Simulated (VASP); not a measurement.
# Nb (Im-3m) in VASP: single point with PBE

Aim: the single point of Nb with PBE.

Program: VASP 6.6.1. These are calculated values, not measurements. Logs are shortened: lines on timing, memory, paths and dates and some standing lists are left out, and cuts for length are marked.

## (1) The cell of the first run

Symmetry: Im-3m, No. 229, cubic system. The conventional cell has a = 3.300 Å, b = 3.300 Å, c = 3.300 Å, α = 90.00°, β = 90.00°, γ = 90.00°. Within 3.8 Å of Nb (site symmetry m-3m) lie 14 Nb at 2.86 to 3.30 Å.

## (2) Single point, PBE

Contents of INCAR:

```
ALGO     = Normal         # electronic algorithm
EDIFF    = 1E-6           # SCF threshold, eV
ENCUT    = 520            # plane-wave cutoff, eV
GGA      = PE             # functional
ISIF     = 2              # what is computed and relaxed
ISMEAR   = 0              # smearing method
LASPH    = T              # aspherical terms in the spheres
LCHARG   = F              # write CHGCAR
LREAL    = F              # projectors in reciprocal space
LWAVE    = F              # write WAVECAR
NBANDS   = 12             # bands
NELM     = 80             # most SCF steps
PREC     = Accurate       # precision mode
SIGMA    = 0.05           # smearing width, eV
```

Contents of KPOINTS:

```
k-points
0
Gamma
  8 8 8
```

Contents of POSCAR:

```
Nb
1.0
   -1.6500000000      1.6500000000      1.6500000000
    1.6500000000     -1.6500000000      1.6500000000
    1.6500000000      1.6500000000     -1.6500000000
Nb
1
Direct
    0.0000000000      0.0000000000      0.0000000000
```

Potentials or basis: VASP PAW PBE potentials, release 64 (Nb_sv).

On the command line:

```sh
> cat potpaw_PBE.64/Nb_sv/POTCAR > POTCAR
> mpirun -np 1 vasp_std > vasp.out
```

OUTCAR:

```text
EDIFF = 1E-6
   ENCUT = 520
   GGA = PE
   ISIF = 2
   ISMEAR = 0
   LASPH = T
   LREAL = F
   NELM = 80
   PREC = Accurate

 ion  position               nearest neighbor table
   1  0.000  0.000  0.000-

  LATTYP: Found a body centered cubic cell.
 ALAT       =     3.3000000000

  Lattice vectors:

 A1 = (  -1.6500000000,   1.6500000000,   1.6500000000)
 A2 = (   1.6500000000,  -1.6500000000,   1.6500000000)
 A3 = (   1.6500000000,   1.6500000000,  -1.6500000000)

Analysis of symmetry for initial positions (statically):
=====================================================================
 Subroutine PRICEL returns:
 Original cell was already a primitive cell.

 Routine SETGRP: Setting up the symmetry group for a
 body centered cubic supercell.

 Subroutine GETGRP returns: Found 48 space group operations
 (whereof 48 operations were pure point group operations)
 out of a pool of 48 trial point group operations.

The static configuration has the point symmetry O_h .

Analysis of symmetry for dynamics (positions and initial velocities):
=====================================================================
 Subroutine PRICEL returns:
 Original cell was already a primitive cell.

 Routine SETGRP: Setting up the symmetry group for a
 body centered cubic supercell.

 Subroutine GETGRP returns: Found 48 space group operations
 (whereof 48 operations were pure point group operations)
 out of a pool of 48 trial point group operations.

The dynamic configuration has the point symmetry O_h .

 Subroutine INISYM returns: Found 48 space group operations
 (whereof 48 operations are pure point group operations),
 and found     1 'primitive' translations

----------------------------------------------------------------------------------------

                                     Primitive cell

  volume of cell :      17.9685

  direct lattice vectors                    reciprocal lattice vectors
    -1.650000000  1.650000000  1.650000000     0.000000000  0.303030303  0.303030303
     1.650000000 -1.650000000  1.650000000     0.303030303  0.000000000  0.303030303
     1.650000000  1.650000000 -1.650000000     0.303030303  0.303030303  0.000000000

  length of vectors
     2.857883832  2.857883832  2.857883832     0.428549564  0.428549564  0.428549564

  position of ions in fractional coordinates (direct lattice)
     0.000000000  0.000000000  0.000000000

  ion indices of the primitive-cell ions
   primitive index   ion index
                 1           1

----------------------------------------------------------------------------------------

 KPOINTS: k-points

Automatic generation of k-mesh.
 Grid dimensions read from file:
 generate k-points for:    8    8    8

 Generating k-lattice:

  Cartesian coordinates                     Fractional coordinates (reciprocal lattice)
     0.000000000  0.037878788  0.037878788     0.125000000  0.000000000  0.000000000
     0.037878788  0.000000000  0.037878788     0.000000000  0.125000000  0.000000000
     0.037878788  0.037878788  0.000000000     0.000000000  0.000000000  0.125000000

  Length of vectors
     0.053568696  0.053568696  0.053568696

  Shift w.r.t. Gamma in fractional coordinates (k-lattice)
     0.000000000  0.000000000  0.000000000

 Subroutine IBZKPT returns following result:
 ===========================================

 Found     29 irreducible k-points:

 Following reciprocal coordinates:
            Coordinates               Weight
  0.000000  0.000000  0.000000      1.000000
  0.125000  0.000000  0.000000     12.000000
  0.250000  0.000000  0.000000     12.000000
  0.375000  0.000000  0.000000     12.000000
  0.500000  0.000000  0.000000      6.000000
  0.125000  0.125000  0.000000     24.000000
[... 16 lines left out ...]
 -0.250000  0.250000  0.250000      6.000000
 -0.375000  0.375000  0.250000     24.000000
 [... further k-points ...]
   k-points           NKPTS =     29   k-points in BZ     NKDIM =     29   number of bands    NBANDS=     12
   number of dos      NEDOS =    301   number of ions     NIONS =      1
   total plane-waves  NPLWV =  13824
   dimension x,y,z NGX =    24 NGY =   24 NGZ =   24
   dimension x,y,z NGXF=    48 NGYF=   48 NGZF=   48
   ions per type =               1
   NGX,Y,Z   is equivalent  to a cutoff of  13.96, 13.96, 13.96 a.u.
   NGXF,Y,Z  is equivalent  to a cutoff of  27.92, 27.92, 27.92 a.u.
 SYSTEM =  unknown system
   PREC   = accura    normal or accurate (medium, high low for compatibility)
   ISTART =      0    job   : 0-new  1-cont  2-samecut
   ICHARG =      2    charge: 1-file 2-atom 10-const
   ISPIN  =      1    spin polarized calculation?
   LNONCOLLINEAR =      F non collinear calculations
   LSORBIT =      F    spin-orbit coupling
   LASPH  =      T    aspherical Exc in radial PAW
   ENCUT  =  520.0 eV  38.22 Ry    6.18 a.u.   5.31  5.31  5.31*2*pi/ulx,y,z
   NELM   =     80;   NELMIN=  2; NELMDL= -5     # of ELM steps
   EDIFF  = 0.1E-05   stopping-criterion for ELM
   LREAL  =      F    real-space projection
   EDIFFG = 0.1E-04   stopping-criterion for IOM
   NSW    =      0    number of steps for IOM
   IBRION =     -1    ionic relax: 0-MD 1-quasi-New 2-CG
   NFREE  =      0    steps in history (QN), initial steepest desc. (CG)
   ISIF   =      2    stress and relaxation
   ISYM   =      2    0-nonsym 1-usesym 2-fastsym
   POTIM  = 0.5000    time-step for ionic-motion
   TEBEG  =    0.0;   TEEND  =   0.0 temperature during run
   PSTRESS=    0.0 pullay stress
   NELECT =      13.0000    total number of electrons
   NUPDOWN=      -1.0000    fix difference up-down
   EMIN   =  10.00;   EMAX   =-10.00  energy-range for DOS
   EFERMI =   0.00;   METHOD = LEGACY
   ISMEAR =     0;   SIGMA  =   0.05  broadening in eV -4-tet -1-fermi 0-gaus
   EFERMI_NEDOS =   21; number of points for ismear=-14 and -15
   IALGO  =     38    algorithm
   IMIX   =      4    mixing-type and parameters
     AMIX     =   0.40;   BMIX     =  1.00
     AMIX_MAG =   1.60;   BMIX_MAG =  1.00
  volume/ion in A,a.u.               =      17.97       121.26
  Fermi-wavevector in a.u.,A,eV,Ry     =   1.469666  2.777266 29.387474  2.159918
  Thomas-Fermi vector in A             =   2.585016
   LORBIT       =      0    0 simple, 1 ext, 2 COOP (PROOUT), +10 PAW based schemes
   GGA     = PE    functional components
   LHFCALC =     F    Hartree Fock is set to
   AEXX    =    0.0000 exact exchange contribution
   IVDW    =     0    specifies the selected vdW correction
   LEPSILON=     F    determine dielectric tensor
   LRPA    =     F    only Hartree local field effects (RPA)
 non-spin polarized calculation
 Gauss-broadening in eV      SIGMA  =   0.05
  energy-cutoff  :      520.00
  volume of cell :       17.97
 maximum number of plane-waves:       496
 NGX is ok and might be reduce to    24
   NGX = 11   NGY = 11   NGZ = 11

 number of electron      13.0000000 magnetization

 Free energy of the ion-electron system (eV)
  ---------------------------------------------------
  ext. energy  EPLUGINS =         0.00000000
  ---------------------------------------------------
  free energy    TOTEN  =       -10.24205397 eV

  energy without entropy =      -10.24015318  energy(sigma->0) =      -10.24110358

 E-fermi :  11.0425     XC(G=0): -12.5169

 val. band max:       11.0135966396   @ k =   0.3750   0.2500   0.0000
 cond. band min:      11.0971713376   @ k =   0.2500   0.0000   0.0000
 fundamental gap:      0.0835746980
 Fermi energy:        11.0425239819

 k-point     1 :       0.0000    0.0000    0.0000
  band No.  band energies     occupation
      1     -43.1846      2.00000
      2     -18.4743      2.00000
      3     -18.4743      2.00000
      4     -18.4743      2.00000
      5       5.2591      2.00000
      6      11.5608      0.00000
      7      11.5608      0.00000
      8      11.5608      0.00000
      9      14.4790      0.00000
     10      14.4790      0.00000
     11      25.4389      0.00000
     12      25.4389      0.00000

 k-point     2 :       0.1250    0.0000    0.0000
  band No.  band energies     occupation
      1     -43.1491      2.00000
      2     -18.6881      2.00000
      3     -18.5395      2.00000
      4     -18.4761      2.00000
      5       5.8797      2.00000
      6      11.1903      0.00003
      7      11.4327      0.00000
      8      12.1722      0.00000
      9      14.0247      0.00000
     10      14.4896      0.00000
     11      25.8786      0.00000
     12      26.5264      0.00000

 k-point     3 :       0.2500    0.0000    0.0000
  band No.  band energies     occupation
      1     -43.0623      2.00000
      2     -19.1826      2.00000
      3     -18.6936      2.00000
      4     -18.4806      2.00000
      5       7.2033      2.00000
      6      10.4214      2.00000
      7      11.0972      0.12219
      8      13.8824      0.00000
      9      13.9612      0.00000
     10      14.6310      0.00000
     11      25.5845      0.00000
     12      27.1759      0.00000
[... 286 lines left out ...]
 k-point    23 :      -0.2500    0.2500    0.2500
  band No.  band energies     occupation
      1     -42.9579      2.00000
      2     -19.2105      2.00000
      3     -18.9328      2.00000
      4     -18.9328      2.00000
      5       8.6991      2.00000
      6      10.1158      2.00000
      7      12.1606      0.00000
      8      12.1606      0.00000
      9      13.7133      0.00000
     10      15.9452      0.00000
     11      25.8693      0.00000
     12      29.3353      0.00000

 k-point    24 :      -0.3750    0.3750    0.2500
  band No.  band energies     occupation
      1     -42.8828      2.00000
      2     -19.4867      2.00000
      3     -19.0957      2.00000
      4     -18.9748      2.00000
      5       8.8192      2.00000
      6       9.3339      2.00000
      7      12.1598      0.00000
      8      12.9158      0.00000
      9      15.6750      0.00000
     10      17.0443      0.00000
     11      25.0169      0.00000
     12      26.8789      0.00000

 [... further k-points ...]

------------------------ aborting loop because EDIFF is reached ----------------------------------------

  FORCE on cell =-STRESS in cart. coord.  units (eV):
  Direction    XX          YY          ZZ          XY          YZ          ZX
  --------------------------------------------------------------------------------------
  -------------------------------------------------------------------------------------
  Total        0.1948629      0.1948629      0.1948629      0.0000000      0.0000000      0.0000000
  in kB       17.3751281     17.3751281     17.3751281      0.0000000      0.0000000      0.0000000
  external PRESSURE =      17.3751281 kB  Pullay stress =       0.0000000 kB

 VOLUME and BASIS-vectors are now :
 -----------------------------------------------------------------------------
  energy-cutoff  :      520.00
  volume of cell :       17.97
      direct lattice vectors                 reciprocal lattice vectors
    -1.650000000  1.650000000  1.650000000     0.000000000  0.303030303  0.303030303
     1.650000000 -1.650000000  1.650000000     0.303030303  0.000000000  0.303030303
     1.650000000  1.650000000 -1.650000000     0.303030303  0.303030303  0.000000000

 POSITION                                       TOTAL-FORCE (eV/Angst)
 -----------------------------------------------------------------------------------
      0.00000      0.00000      0.00000         0.000000      0.000000      0.000000
 -----------------------------------------------------------------------------------
    total drift:                                0.000000      0.000000     -0.000000

  FREE ENERGIE OF THE ION-ELECTRON SYSTEM (eV)
  ---------------------------------------------------
  free  energy   TOTEN  =       -10.2420539731 eV

  energy  without entropy=      -10.2401531831  energy(sigma->0) =      -10.24110358
```

Wall time 5.4 s (1 thread of Intel Xeon Platinum 8259CL at 2.50GHz (Skylake/Cascade Lake), shared host); peak memory 0.13 GiB.

What came out:

```yaml
Free_energy: -10.2421 eV
Pressure: 1.7 GPa
```
